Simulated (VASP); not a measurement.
Input of a VASP 6.6.1 run:

File INCAR:

```
ALGO = Normal
EDIFF = 1E-6
ENCUT = 520
GGA = PE
ISIF = 2
ISMEAR = -1
LASPH = True
LCHARG = False
LREAL = False
LWAVE = False
NBANDS = 24
NELM = 100
PREC = Accurate
SIGMA = 0.06122561905347299
```

File KPOINTS:

```
k-points
0
Gamma
  13 13 13
```

Contents of POSCAR:

```
InO3
1.0
    4.2679705278      0.0000000000      0.0000000000
    0.0000000000      4.2679705278      0.0000000000
    0.0000000000      0.0000000000      4.2679705278
In O
1 3
Direct
    0.0000000000      0.0000000000      0.0000000000
    0.5000000000      0.0000000000      0.0000000000
    0.0000000000      0.5000000000      0.0000000000
    0.0000000000      0.0000000000      0.5000000000
```

Potentials or basis: VASP PAW PBE potentials, release 64 (In_d, O).

The run is started by

```console
$ cat potpaw_PBE.64/In_d/POTCAR potpaw_PBE.64/O/POTCAR > POTCAR
$ mpirun -np 1 vasp_std > vasp.out
```

**Question.** Predict the pressure.

**Answer.** -2.2 GPa.

Caveat: an odd number of electrons without spin polarisation forces a metal; a magnetic or distorted state may lie lower.
